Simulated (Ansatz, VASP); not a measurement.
## Two plane-wave programs on KZnF3

```
Zn K F
1.0
     4.05000    0.00000    0.00000
     0.00000    4.05000    0.00000
     0.00000    0.00000    4.05000
Zn K F
1 1 3
Direct
  0.49233 0.50431 0.50399
  0.00475 0.00919 0.99815
  0.50853 0.99496 0.50841
  0.99755 0.50391 0.50014
  0.50134 0.51036 0.00343
```

Change from the starting cell: atoms moved at random, drawn with an rms of 0.05 Å.

Alike in both runs: task single point; functional PBEsol; k mesh 7 × 7 × 7; occupations fermi-dirac, width 0.05 eV; no spin polarisation.

```csv
,VASP,Ansatz
version,VASP 6.6.1,Ansatz 0.2.0
potentials or method,"VASP PAW PBE potentials, release 64 (Zn, K_sv, F)",Ansatz PAW
plane-wave cutoff (eV),520,420
valence electrons in the cell,42,42
```

Ansatz gave:

```
gap on the k mesh at the Fermi level (eV)                     : 3.82
least direct gap on the mesh (eV)                             : 5.52
pressure (GPa)                                                : 0.2
traceless stress, the component that is largest in VASP (GPa) : 0.08
rms of the force components (eV/Å)                            : 0.142
```

Problem. What did VASP give for the same quantities?

Solution. gap on the k mesh at the Fermi level (eV): 3.75; least direct gap on the mesh (eV): 5.48; pressure (GPa): 0.6; traceless stress, the component that is largest in VASP (GPa): 0.08; rms of the force components (eV/Å): 0.152.

VASP's potentials were made for PBE, not for PBEsol. Atom by atom the forces differ by 0.012 eV/Å (rms over components).

Noted on Ansatz's run: odd divisions of the mesh miss points on the zone boundary, where band edges often lie, so the gap on the mesh can be too wide.
